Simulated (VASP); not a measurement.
Wanted: the native input for a VASP 6.6.1 run.

- Task: relaxation of cell and atoms
- Functional: revPBE
- Potentials or basis: VASP PAW PBE potentials, release 64 (Hf_pv)
- Cutoff: 600 eV
- k mesh: 10 × 10 × 5
- Occupations: fermi-dirac, width 0.05 eV
- Spin: no spin polarisation
- Dipole correction: no
- Further INCAR settings: ALGO = Fast; EDIFF = 1e-06; IBRION = 2; EDIFFG = -0.01; NSW = 60; ISIF = 3

The structure of Hf lies in POSCAR:

```
Hf
1.0
    3.1967000000      0.0000000000      0.0000000000
   -1.5983500000      2.7684234083      0.0000000000
    0.0000000000      0.0000000000      5.0578000000
Hf
2
Direct
    0.6666666667      0.3333333333      0.7500000000
    0.3333333333      0.6666666667      0.2500000000
```

The input as run:

INCAR

```
  PREC = Accurate
  ENCUT = 600
  EDIFF = 1E-6
  ISMEAR = -1
  SIGMA = 0.05
  LREAL = F
  LASPH = T
  NELM = 100
  ALGO = Fast
  ISIF = 3
  LWAVE = F
  LCHARG = F
  GGA = RE
  IBRION = 2
  NSW = 60
  EDIFFG = -0.01
```

KPOINTS

```
Automatic mesh
0
Gamma
  10 10 5
```

Potentials or basis: VASP PAW PBE potentials, release 64 (Hf_pv).

Command:

```console
$ cat potpaw_PBE.64/Hf_pv/POTCAR > POTCAR
$ mpirun -np 1 vasp_std > vasp.out
```

Results of the run:

The relaxed volume is 22.84 Å³/atom. The relaxed cell is a = 3.222 Å, b = 3.222 Å, c = 5.080 Å, α = 90.00°, β = 90.00°, γ = 120.00° and the space group after relaxing (to 0.1 Å) is P6_3/mmc (No. 194). The energy gained by relaxing is 3.2 meV/atom and the ionic steps are 5. The pressure after relaxing is 0.0 GPa and the band gap on the k mesh is zero (bands 10 and 11 overlap by 1.50 eV).

Caveat: the PAW data sets were made with another functional, which shifts forces and pressure a little; spin-orbit coupling is left out, which moves the levels of the heavy elements.

Wall time 4 min on 1 thread of Intel Xeon 8259CL, on a shared host, peak memory 0.2 GiB.
